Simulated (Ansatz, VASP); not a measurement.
# LaPRuO in VASP and in Ansatz

```
CELL_PARAMETERS angstrom
4.02201 0.00000 0.00000
0.00000 4.02201 0.00000
0.00000 0.00000 8.35090
ATOMIC_POSITIONS crystal
La 0.00000 0.50000 0.85412
La 0.50000 0.00000 0.14588
P 0.50000 0.00000 0.63734
P 0.00000 0.50000 0.36266
Ru 0.00000 0.00000 0.50000
Ru 0.50000 0.50000 0.50000
O 0.50000 0.50000 0.00000
O 0.00000 0.00000 0.00000
```

Alike in both runs: functional PBEsol; k mesh 10 × 10 × 4; occupations gaussian, width 0.1 eV; no spin polarisation.

Ansatz relaxed the structure, and its values are those at the end. VASP's run is a single point on that final structure, the one shown.

|  | VASP | Ansatz |
| --- | --- | --- |
| version | VASP 6.6.1 | Ansatz 0.2.0 |
| potentials or method | VASP PAW PBE potentials, release 64 (La, P, Ru_pv, O), cutoff 520 eV | scalar-relativistic, plane waves, PAW |
| valence electrons in the cell | 72 | 76 |

|  | VASP | Ansatz | Ansatz less VASP |
| --- | --- | --- | --- |
| gap on the k mesh at the Fermi level (eV) | none | none | - |
| pressure (GPa) | -0.1 | 0.0 | +0.07 |
| rms of the force components (eV/Å) | 0.006 | 0.000 | -0.0056 |

VASP's potentials were made for PBE, not for PBEsol. A gap of «none» marks a metal or a gap that the smearing closes. With one functional, cell and mesh, what is left measures potentials, basis and numerics. VASP's potentials hold 72 valence electrons a cell and Ansatz's 76, so a difference there can come from the potentials and not from the codes.

Spin-orbit coupling is off throughout.
